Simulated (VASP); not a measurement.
Here is a VASP 6.6.1 calculation.

The input INCAR:

```
SYSTEM = Na
PREC = Accurate
ENCUT = 520
EDIFF = 1E-6
ISMEAR = -1
SIGMA = 0.1
LREAL = .False.
LASPH = .True.
NELM = 100
ALGO = Normal
ISIF = 2
LWAVE = .False.
LCHARG = .True.
GGA = PS
LELF = .True.
LVHAR = .True.
NBANDS = 38
```

KPOINTS

```
regular mesh
0
Gamma
  5 5 5
  0 0 0
```

The input POSCAR:

```
Na
1.0
   -4.2330130000      4.2330130000      4.2330130000
    4.2330130000     -4.2330130000      4.2330130000
    4.2330130000      4.2330130000     -4.2330130000
Na
8
Direct
    0.5000000000      0.0000000000      0.4513300000
    0.4513300000      0.5000000000      0.0000000000
    0.0000000000      0.9513300000      0.5000000000
    0.9513300000      0.5000000000      0.0000000000
    0.0000000000      0.4513300000      0.5000000000
    0.5000000000      0.0000000000      0.9513300000
    0.5486700000      0.5486700000      0.5486700000
    0.0486700000      0.0486700000      0.0486700000
```

Potentials or basis: VASP PAW PBE potentials, release 64 (Na_pv).

Run with:

```bash
$ cat potpaw_PBE.64/Na_pv/POTCAR > POTCAR
$ mpirun -np 1 vasp_std > vasp.out
```

Question: What does it give for the band gap on the k mesh?

Answer: Zero (band 28 reaches 1.00 eV, above the bottom of band 29 at -0.78 eV).

Question: Predict the largest force.

Answer: 0.037 eV/Å.

Forces in eV/Å, atoms in the order of the input:
```
Na   0.021  0.021 -0.021
Na  -0.021  0.021  0.021
Na   0.021 -0.021  0.021
Na  -0.021  0.021  0.021
Na   0.021 -0.021  0.021
Na   0.021  0.021 -0.021
Na  -0.021 -0.021 -0.021
Na  -0.021 -0.021 -0.021
```

Caveat: the PAW data sets were made with another functional, which shifts forces and pressure a little.
